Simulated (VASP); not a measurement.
AlN, 4 atoms in the cell. It takes space group P6_3/mmc (No. 194, hexagonal). The conventional cell has a = 3.272 Å, b = 3.272 Å, c = 4.062 Å, α = 90.00°, β = 90.00°, γ = 120.00°. Al (site symmetry -6m2) has 5 N at 1.89 to 2.03 Å within 2.5 Å. Within 2.5 Å of N (site symmetry -6m2) lie 5 Al at 1.89 to 2.03 Å. 

| Property | Result |
| --- | --- |
| Program | VASP 6.6.1 |
| Task | single point |
| Functional | PBE |
| Potentials or basis | VASP PAW PBE potentials, release 64 (Al, N) |
| Cutoff | 520 eV |
| k mesh | 9 × 9 × 6 |
| Occupations | gaussian, width 0.05 eV |
| Spin | no spin polarisation |
| Dipole correction | no |
| Further INCAR settings | ALGO = Normal; EDIFF = 1e-06; NBANDS = 16 |

Potentials or basis: VASP PAW PBE potentials, release 64 (Al, N).

Command:

```bash
$ cat potpaw_PBE.64/Al/POTCAR potpaw_PBE.64/N/POTCAR > POTCAR
$ mpirun -np 1 vasp_std > vasp.out
```

Hardware: 1 thread of Intel(R) Xeon(R) Platinum 8488C (Sapphire Rapids), with other jobs on the host.

Estimate the wall time of this run.

Run time: 14 s on 1 thread of Intel(R) Xeon(R) Platinum 8488C (Sapphire Rapids) (shared host), peak memory 0.15 GiB. Counts: scf iterations 13, k points 48.
